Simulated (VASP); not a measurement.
Input of a VASP 6.6.1 run:

File INCAR:

```
PREC = Accurate ; ENCUT = 520
EDIFF = 1E-7 ; ISMEAR = 0
SIGMA = 0.1 ; LREAL = F
LASPH = T ; NELM = 100
ALGO = Normal ; ISIF = 2
LWAVE = F ; LCHARG = F
GGA = PE ; NBANDS = 25
```

KPOINTS

```
Automatic mesh
0
Gamma
  4 4 2
```

Contents of POSCAR:

```
ScAl2As3
1.0
    3.7858455200      0.0000000000      0.0000000000
    0.0000000000      3.7858455200      0.0000000000
    0.0000000000      0.0000000000      8.3519361100
Sc Al As
1 2 3
Direct
    0.5000000000      0.5000000000      0.0000000000
    0.5000000000      0.0000000000      0.7391930200
    0.0000000000      0.5000000000      0.2608069800
    0.5000000000      0.0000000000      0.3837740100
    0.0000000000      0.5000000000      0.6162259900
    0.0000000000      0.0000000000      0.0000000000
```

Potentials or basis: VASP PAW PBE potentials, release 64 (Sc_sv, Al, As).

Launch:

```bash
$ cat potpaw_PBE.64/Sc_sv/POTCAR potpaw_PBE.64/Al/POTCAR potpaw_PBE.64/As/POTCAR > POTCAR
$ mpirun -np 1 vasp_std > vasp.out
```

Predict the band gap on the k mesh.

zero (band 16 reaches 6.24 eV, above the bottom of band 17 at 4.08 eV).

Estimate the pressure.

-2.8 GPa.

Estimate the largest force.

1.580 eV/Å.

Forces on the atoms (eV/Å):
```
Sc   0.000  0.000  0.000
Al   0.000  0.000 -1.580
Al   0.000  0.000  1.580
As   0.000  0.000 -0.492
As   0.000  0.000  0.492
As   0.000  0.000  0.000
```

Caveat: the k points lie up to 0.41 Å⁻¹ apart; forces of over 1 eV/Å act on the atoms, so gaps and moduli don't describe the material at rest.
